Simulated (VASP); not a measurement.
Crystal: KAg.

```xyz
4
Lattice="-2.3667 3.3788 3.6004 2.3667 -3.3788 3.6004 2.3667 3.3788 -3.6004" Properties=species:S:1:pos:R:3 pbc="T T T"
K     2.3667    1.6894    0.4378
K     0.0000    1.6894    3.1626
Ag    0.0000    1.6894    0.0000
Ag    0.0000    5.0682    0.0000
```

The cell was built from a structure type or drawn by symmetry, and may not be a known phase.

```yaml
Program: VASP 6.6.1
Task: relaxation of cell and atoms
Functional: PBE
Potentials_or_basis: VASP PAW PBE potentials, release 64 (K_sv, Ag)
Cutoff: 600 eV
k_mesh: 4 × 4 × 4
Occupations: gaussian, width 0.1 eV
Spin: no spin polarisation
```

At the start: pressure 14.1 GPa; volume 28.79 Å³/atom.

Q: How do energy, volume and symmetry change on relaxing?

A: Over 22 steps the energy falls by 1086.1 meV/atom and the volume is 30.69 Å³/atom (+6.6 %); space group Imma (No. 74, to 0.1 Å) before and after.

The path:
| step | energy change (eV) | largest force (eV/Å) | pressure (GPa) | volume (Å³) |
| --- | --- | --- | --- | --- |
| 1 | 0.0000 | 1.7422 | 14.13 | 115.17 |
| 2 | -3.7854 | 0.3071 | -0.83 | 157.58 |
| 3 | -3.7896 | 0.2960 | -0.91 | 158.56 |
| 4 | -3.8635 | 0.2904 | -0.84 | 152.95 |
| 5 | -3.9843 | 0.2814 | 0.06 | 136.54 |
| 6 | -4.0099 | 0.2854 | 0.15 | 134.94 |
| 7 | -4.0717 | 0.2998 | 0.49 | 130.20 |
| 8 | -4.0975 | 0.3184 | 1.54 | 120.94 |
| 9 | -4.1056 | 0.3171 | 1.16 | 123.74 |
| 10 | -4.1232 | 0.2852 | 1.06 | 124.02 |
| 11 | -4.1687 | 0.1946 | 0.76 | 124.86 |
| 12 | -4.2313 | 0.0913 | 0.25 | 126.55 |
| 13 | -4.2600 | 0.0886 | -0.33 | 129.94 |
| 14 | -4.2655 | 0.0508 | -0.23 | 129.01 |
| 15 | -4.2922 | 0.0458 | -0.26 | 128.15 |
| 16 | -4.3319 | 0.0322 | -0.21 | 125.73 |
| 17 | -4.3074 | 0.1776 | 0.45 | 119.82 |
| 18 | -4.3373 | 0.0776 | -0.07 | 123.72 |
| 19 | -4.3377 | 0.0695 | -0.10 | 124.09 |
| 20 | -4.3409 | 0.0504 | -0.02 | 123.25 |
| 21 | -4.3430 | 0.0361 | 0.14 | 121.82 |
| 22 | -4.3446 | 0.0399 | 0.02 | 122.77 |

Final structure:
```
CELL_PARAMETERS angstrom
-2.90948 2.79993 3.76749
2.90948 -2.79993 3.76749
2.90948 2.79993 -3.76749
ATOMIC_POSITIONS crystal
K 0.37749 0.62749 0.75000
K 0.62251 0.37251 0.25000
Ag 0.13575 0.88575 0.25000
Ag 0.86425 0.11425 0.75000
```

Caveat: the k points lie up to 0.35 Å⁻¹ apart in the final cell, too coarse for converged energies and pressures of a metal.
